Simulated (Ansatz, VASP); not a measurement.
**Two plane-wave programs on C**

```
C
1.0
     1.22278    2.11665    0.00000
     1.22278   -2.11665    0.00000
     0.00000    0.00000   -6.71950
C
4
Direct
  0.23757 0.76243 0.00000
  0.59584 0.40416 0.50000
  0.90416 0.09584 0.00000
  0.26243 0.73757 0.50000
```

Change from the starting cell: mode 1 (-37.7 1/cm) frozen in, largest displacement +0.300 Å.

Alike in both runs: task single point; functional LDA; k mesh 16 × 16 × 6; occupations gaussian, width 0.03 eV; no spin polarisation.

|  | VASP | Ansatz |
| --- | --- | --- |
| version | VASP 6.6.1 | Ansatz 0.2.0 |
| potentials or method | VASP PAW LDA potentials, release 64 (C), cutoff 520 eV | scalar-relativistic, plane waves, PAW |
| valence electrons in the cell | 16 | 16 |

|  | VASP | Ansatz | Ansatz less VASP |
| --- | --- | --- | --- |
| gap on the k mesh at the Fermi level (eV) | 0.48 | 0.48 | +0.002 |
| least direct gap on the mesh (eV) | 0.49 | 0.49 | +0.002 |
| pressure (GPa) | 0.8 | 0.0 | -0.80 |
| traceless stress, the component that is largest in VASP (GPa) | -1.09 | -0.15 | +0.936 |
| rms of the force components (eV/Å) | 0.009 | 0.009 | 0.0000 |

LDA's correlation is that of Perdew and Zunger in VASP and of Perdew and Wang (1992) in Ansatz. Atom by atom the forces differ by 0.000 eV/Å (rms over components).
